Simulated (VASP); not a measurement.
# TiO (P6_3/mmc) in VASP: further runs

Aim: see how the results for TiO move with the level of theory and the settings. Levels: PBEsol, PBEsol+D3(BJ), r2SCAN+rVV10. Tasks: single point.

All numbers are computed with VASP 6.6.1; they aren't measurements. Logs are shortened: lines on timing, memory, paths and dates and some standing lists are left out, and cuts for length are marked.

## (1) The cell of the first run

Symmetry: P6_3/mmc, No. 194, hexagonal system. The conventional cell has a = 2.819 Å, b = 2.819 Å, c = 5.456 Å, α = 90.00°, β = 90.00°, γ = 120.00°. Ti (site symmetry -6m2) has 6 O at 2.12 Å within 2.8 Å. O (site symmetry -3m) has 6 Ti at 2.12 Å and 2 O at 2.73 Å within 2.8 Å.

## (2) Single point, PBEsol

Contents of INCAR:

```
SYSTEM = TiO
PREC = Accurate
ENCUT = 520
EDIFF = 1E-6
ISMEAR = 0
SIGMA = 0.1
LREAL = .FALSE.
LASPH = .TRUE.
NELM = 100
ALGO = Normal
ISIF = 2
LWAVE = .FALSE.
LCHARG = .FALSE.
GGA = PS
NBANDS = 26
```

Contents of KPOINTS:

```
Automatic mesh
0
G
  18 18 8
  0 0 0
```

Contents of POSCAR:

```
TiO
1.0
    2.8187574077      0.0000000000      0.0000000000
   -1.4093787039      2.4411155221      0.0000000000
    0.0000000000      0.0000000000      5.4562942477
Ti O
2 2
Direct
    0.3333333333      0.6666666667      0.2500000000
    0.6666666667      0.3333333333      0.7500000000
    0.0000000000      0.0000000000      0.0000000000
    0.0000000000      0.0000000000      0.5000000000
```

Potentials or basis: VASP PAW PBE potentials, release 64 (Ti_sv, O).

Run with:

```sh
cat potpaw_PBE.64/Ti_sv/POTCAR potpaw_PBE.64/O/POTCAR > POTCAR
mpirun -np 1 vasp_std > vasp.out
```

OUTCAR:

```text
SYSTEM = TiO
   PREC = Accurate
   ENCUT = 520
   EDIFF = 1E-6
   ISMEAR = 0
   LREAL = .FALSE.
   LASPH = .TRUE.
   NELM = 100
   ISIF = 2
   GGA = PS

 ion  position               nearest neighbor table
   1  0.333  0.667  0.250-   3 2.12   4 2.12   3 2.12   4 2.12   3 2.12   4 2.12
   2  0.667  0.333  0.750-   3 2.12   4 2.12   3 2.12   4 2.12   3 2.12   4 2.12
   3  0.000  0.000  0.000-   1 2.12   2 2.12   1 2.12   2 2.12   2 2.12   1 2.12
   4  0.000  0.000  0.500-   1 2.12   2 2.12   1 2.12   2 2.12   2 2.12   1 2.12

  LATTYP: Found a hexagonal cell.
 ALAT       =     2.8187574077
 C/A-ratio  =     1.9357090585

  Lattice vectors:

 A1 = (   2.8187574077,   0.0000000000,   0.0000000000)
 A2 = (  -1.4093787039,   2.4411155221,   0.0000000000)
 A3 = (   0.0000000000,   0.0000000000,   5.4562942477)

Analysis of symmetry for initial positions (statically):
=====================================================================
 Subroutine PRICEL returns:
 Original cell was already a primitive cell.

 Routine SETGRP: Setting up the symmetry group for a
 hexagonal supercell.

 Subroutine GETGRP returns: Found 24 space group operations
 (whereof 12 operations were pure point group operations)
 out of a pool of 24 trial point group operations.

The static configuration has the point symmetry D_3d.
 The point group associated with its full space group is D_6h.

Analysis of symmetry for dynamics (positions and initial velocities):
=====================================================================
 Subroutine PRICEL returns:
 Original cell was already a primitive cell.

 Routine SETGRP: Setting up the symmetry group for a
 hexagonal supercell.

 Subroutine GETGRP returns: Found 24 space group operations
 (whereof 12 operations were pure point group operations)
 out of a pool of 24 trial point group operations.

The dynamic configuration has the point symmetry D_3d.
 The point group associated with its full space group is D_6h.

 Subroutine INISYM returns: Found 24 space group operations
 (whereof 12 operations are pure point group operations),
 and found     1 'primitive' translations

----------------------------------------------------------------------------------------

                                     Primitive cell

  volume of cell :      37.5443

  direct lattice vectors                    reciprocal lattice vectors
     2.818757408  0.000000000  0.000000000     0.354766252  0.204824391  0.000000000
    -1.409378704  2.441115522  0.000000000     0.000000000  0.409648782  0.000000000
     0.000000000  0.000000000  5.456294248     0.000000000  0.000000000  0.183274573

  length of vectors
     2.818757408  2.818757408  5.456294248     0.409648782  0.409648782  0.183274573

  position of ions in fractional coordinates (direct lattice)
     0.333333333  0.666666667  0.250000000
     0.666666667  0.333333333  0.750000000
     0.000000000  0.000000000  0.000000000
     0.000000000  0.000000000  0.500000000

  ion indices of the primitive-cell ions
   primitive index   ion index
                 1           1
                 2           2
                 3           3
                 4           4

----------------------------------------------------------------------------------------

 KPOINTS: Automatic mesh

Automatic generation of k-mesh.
 Grid dimensions read from file:
 generate k-points for:   18   18    8

 Generating k-lattice:

  Cartesian coordinates                     Fractional coordinates (reciprocal lattice)
     0.019709236  0.011379133  0.000000000     0.055555556  0.000000000  0.000000000
     0.000000000  0.022758266  0.000000000     0.000000000  0.055555556  0.000000000
     0.000000000  0.000000000  0.022909322     0.000000000  0.000000000  0.125000000

  Length of vectors
     0.022758266  0.022758266  0.022909322

  Shift w.r.t. Gamma in fractional coordinates (k-lattice)
     0.000000000  0.000000000  0.000000000

 Subroutine IBZKPT returns following result:
 ===========================================

 Found    185 irreducible k-points:

 Following reciprocal coordinates:
            Coordinates               Weight
  0.000000  0.000000  0.000000      1.000000
  0.055556  0.000000  0.000000      6.000000
  0.111111  0.000000  0.000000      6.000000
  0.166667  0.000000  0.000000      6.000000
  0.222222  0.000000  0.000000      6.000000
  0.277778 -0.000000  0.000000      6.000000
[... 16 lines left out ...]
  0.333333  0.111111  0.000000     12.000000
  0.388889  0.111111  0.000000     12.000000
 [... further k-points ...]
   k-points           NKPTS =    185   k-points in BZ     NKDIM =    185   number of bands    NBANDS=     26
   number of dos      NEDOS =    301   number of ions     NIONS =      4
   total plane-waves  NPLWV =  24192
   dimension x,y,z NGX =    24 NGY =   24 NGZ =   42
   dimension x,y,z NGXF=    48 NGYF=   48 NGZF=   84
   ions per type =               2   2
   NGX,Y,Z   is equivalent  to a cutoff of  14.15, 14.15, 12.80 a.u.
   NGXF,Y,Z  is equivalent  to a cutoff of  28.31, 28.31, 25.59 a.u.
 SYSTEM =  TiO
   PREC   = accura    normal or accurate (medium, high low for compatibility)
   ISTART =      0    job   : 0-new  1-cont  2-samecut
   ICHARG =      2    charge: 1-file 2-atom 10-const
   ISPIN  =      1    spin polarized calculation?
   LNONCOLLINEAR =      F non collinear calculations
   LSORBIT =      F    spin-orbit coupling
   LASPH  =      T    aspherical Exc in radial PAW
   ENCUT  =  520.0 eV  38.22 Ry    6.18 a.u.   5.24  5.24 10.15*2*pi/ulx,y,z
   NELM   =    100;   NELMIN=  2; NELMDL= -5     # of ELM steps
   EDIFF  = 0.1E-05   stopping-criterion for ELM
   LREAL  =      F    real-space projection
   EDIFFG = 0.1E-04   stopping-criterion for IOM
   NSW    =      0    number of steps for IOM
   IBRION =     -1    ionic relax: 0-MD 1-quasi-New 2-CG
   NFREE  =      0    steps in history (QN), initial steepest desc. (CG)
   ISIF   =      2    stress and relaxation
   ISYM   =      2    0-nonsym 1-usesym 2-fastsym
   POTIM  = 0.5000    time-step for ionic-motion
   TEBEG  =    0.0;   TEEND  =   0.0 temperature during run
   PSTRESS=    0.0 pullay stress
   NELECT =      36.0000    total number of electrons
   NUPDOWN=      -1.0000    fix difference up-down
   EMIN   =  10.00;   EMAX   =-10.00  energy-range for DOS
   EFERMI =   0.00;   METHOD = LEGACY
   ISMEAR =     0;   SIGMA  =   0.10  broadening in eV -4-tet -1-fermi 0-gaus
   EFERMI_NEDOS =   21; number of points for ismear=-14 and -15
   IALGO  =     38    algorithm
   IMIX   =      4    mixing-type and parameters
     AMIX     =   0.40;   BMIX     =  1.00
     AMIX_MAG =   1.60;   BMIX_MAG =  1.00
  volume/ion in A,a.u.               =       9.39        63.34
  Fermi-wavevector in a.u.,A,eV,Ry     =   1.614338  3.050656 35.457956  2.606086
  Thomas-Fermi vector in A             =   2.709263
   LORBIT       =      0    0 simple, 1 ext, 2 COOP (PROOUT), +10 PAW based schemes
   GGA     = PS    functional components
   LHFCALC =     F    Hartree Fock is set to
   AEXX    =    0.0000 exact exchange contribution
   IVDW    =     0    specifies the selected vdW correction
   LEPSILON=     F    determine dielectric tensor
   LRPA    =     F    only Hartree local field effects (RPA)
 non-spin polarized calculation
 Gauss-broadening in eV      SIGMA  =   0.10
  energy-cutoff  :      520.00
  volume of cell :       37.54
 maximum number of plane-waves:      1028
 NGX is ok and might be reduce to    24
   NGX = 11   NGY = 11   NGZ = 21

 number of electron      36.0000012 magnetization

 Free energy of the ion-electron system (eV)
  ---------------------------------------------------
  ext. energy  EPLUGINS =         0.00000000
  ---------------------------------------------------
  free energy    TOTEN  =       -37.40205242 eV

  energy without entropy =      -37.39793356  energy(sigma->0) =      -37.39999299

 E-fermi :  11.8660     XC(G=0): -13.2771

 val. band max:       11.8624150830   @ k =   0.1111   0.0000   0.0000
 cond. band min:      11.8681846203   @ k =   0.0000   0.0000   0.2500
 fundamental gap:      0.0057695372
 Fermi energy:        11.8659753775

 k-point     1 :       0.0000    0.0000    0.0000
  band No.  band energies     occupation
      1     -45.7533      2.00000
      2     -45.6959      2.00000
      3     -22.7023      2.00000
      4     -22.1084      2.00000
      5     -21.6784      2.00000
      6     -21.6784      2.00000
[... 18 lines left out ...]
     25      13.7721      0.00000
     26      14.9067      0.00000

 k-point     2 :       0.0556    0.0000    0.0000
  band No.  band energies     occupation
      1     -45.7490      2.00000
      2     -45.6924      2.00000
      3     -22.6911      2.00000
      4     -22.1067      2.00000
      5     -21.7050      2.00000
      6     -21.6871      2.00000
[... 18 lines left out ...]
     25      13.7876      0.00000
     26      14.7583      0.00000

 k-point     3 :       0.1111    0.0000    0.0000
  band No.  band energies     occupation
      1     -45.7365      2.00000
      2     -45.6823      2.00000
      3     -22.6584      2.00000
      4     -22.1019      2.00000
      5     -21.7850      2.00000
      6     -21.7583      2.00000
[... 18 lines left out ...]
     25      13.9771      0.00000
     26      14.4067      0.00000

 k-point     4 :       0.1667    0.0000    0.0000
  band No.  band energies     occupation
      1     -45.7171      2.00000
      2     -45.6668      2.00000
      3     -22.6071      2.00000
      4     -22.0953      2.00000
      5     -21.9094      2.00000
      6     -21.8622      2.00000
[... 18 lines left out ...]
     25      14.0106      0.00000
     26      14.7203      0.00000
[... 496 lines left out ...]
      1     -45.6352      2.00000
      2     -45.6051      2.00000
      3     -22.3749      2.00000
      4     -22.3542      2.00000
      5     -22.2385      2.00000
      6     -22.0868      2.00000
[... 18 lines left out ...]
     25      14.7882      0.00000
     26      15.1154      0.00000

 k-point    23 :       0.3333    0.1111    0.0000
  band No.  band energies     occupation
      1     -45.6151      2.00000
      2     -45.5919      2.00000
      3     -22.4554      2.00000
      4     -22.3191      2.00000
      5     -22.3095      2.00000
      6     -22.0958      2.00000
[... 18 lines left out ...]
     25      15.1121      0.00000
     26      15.2806      0.00000

 k-point    24 :       0.3889    0.1111    0.0000
  band No.  band energies     occupation
      1     -45.6013      2.00000
      2     -45.5838      2.00000
      3     -22.5206      2.00000
      4     -22.3714      2.00000
      5     -22.2586      2.00000
      6     -22.1096      2.00000
[... 18 lines left out ...]
     25      15.2781      0.00000
     26      15.4557      0.00000

 [... further k-points ...]
[... 5 lines left out ...]
  --------------------------------------------------------------------------------------
  -------------------------------------------------------------------------------------
  Total        0.1664769      0.1664769      0.2021769     -0.0000000      0.0000000      0.0000000
  in kB        7.1042932      7.1042932      8.6277646     -0.0000000      0.0000000      0.0000000
  external PRESSURE =       7.6121170 kB  Pullay stress =       0.0000000 kB

 VOLUME and BASIS-vectors are now :
 -----------------------------------------------------------------------------
  energy-cutoff  :      520.00
  volume of cell :       37.54
      direct lattice vectors                 reciprocal lattice vectors
     2.818757408  0.000000000  0.000000000     0.354766252  0.204824391  0.000000000
    -1.409378704  2.441115522  0.000000000     0.000000000  0.409648782  0.000000000
     0.000000000  0.000000000  5.456294248     0.000000000  0.000000000  0.183274573

 POSITION                                       TOTAL-FORCE (eV/Angst)
 -----------------------------------------------------------------------------------
     -0.00000      1.62741      1.36407        -0.000000     -0.000000      0.000000
      1.40938      0.81371      4.09222         0.000000      0.000000      0.000000
      0.00000      0.00000      0.00000        -0.000000      0.000000      0.000000
      0.00000      0.00000      2.72815        -0.000000      0.000000      0.000000
 -----------------------------------------------------------------------------------
    total drift:                                0.000000     -0.000000      0.000000

  FREE ENERGIE OF THE ION-ELECTRON SYSTEM (eV)
  ---------------------------------------------------
  free  energy   TOTEN  =       -37.4020524161 eV

  energy  without entropy=      -37.3979335591  energy(sigma->0) =      -37.39999299
```

It took 1.8 min on 1 thread of AMD EPYC 9R45 (Zen 5), shared host; peak memory 0.24 GiB.

Results:

```yaml
Free_energy: -37.4021 eV
Pressure: 0.8 GPa
Band_gap_on_the_k_mesh: zero (band 18 reaches 11.88 eV, above the bottom of band 19 at 11.58 eV)
```

Caveat: the PAW data sets were made with another functional, which shifts forces and pressure a little; semilocal functionals often make such compounds metallic where correlation or magnetic order opens a gap, which also shifts bond lengths.

(Continued in part 2 of 2.)
